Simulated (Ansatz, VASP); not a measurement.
## F: VASP beside Ansatz

```
F
1.0
     0.00000    2.07053    2.07053
     2.07053    0.00000    2.07053
     2.07053    2.07053    0.00000
F
2
Direct
  0.87500 0.87500 0.87500
  0.12500 0.12500 0.12500
```

Change from the starting cell: volume scaled by 0.7, PAW files.

Alike in both runs: task single point; functional LDA; k mesh 14 × 14 × 14; occupations fermi-dirac, width 0.1 eV; no spin polarisation.

```csv
,VASP,Ansatz
version,VASP 6.6.1,Ansatz 0.2.0
potentials or method,"VASP PAW LDA potentials, release 64 (F)","PAW with Ansatz's default frozen-core files, scalar-relativistic"
plane-wave cutoff (eV),520,420
valence electrons in the cell,14,14
```

Ansatz gave:

```
pressure (GPa) : 51.9
```

What did VASP give for the same quantities?

Pressure (GPa): 51.5.

LDA's correlation is that of Perdew and Zunger in VASP and of Perdew and Wang (1992) in Ansatz. Both programs put the cell under a high pressure, so it lies far from rest at this level.
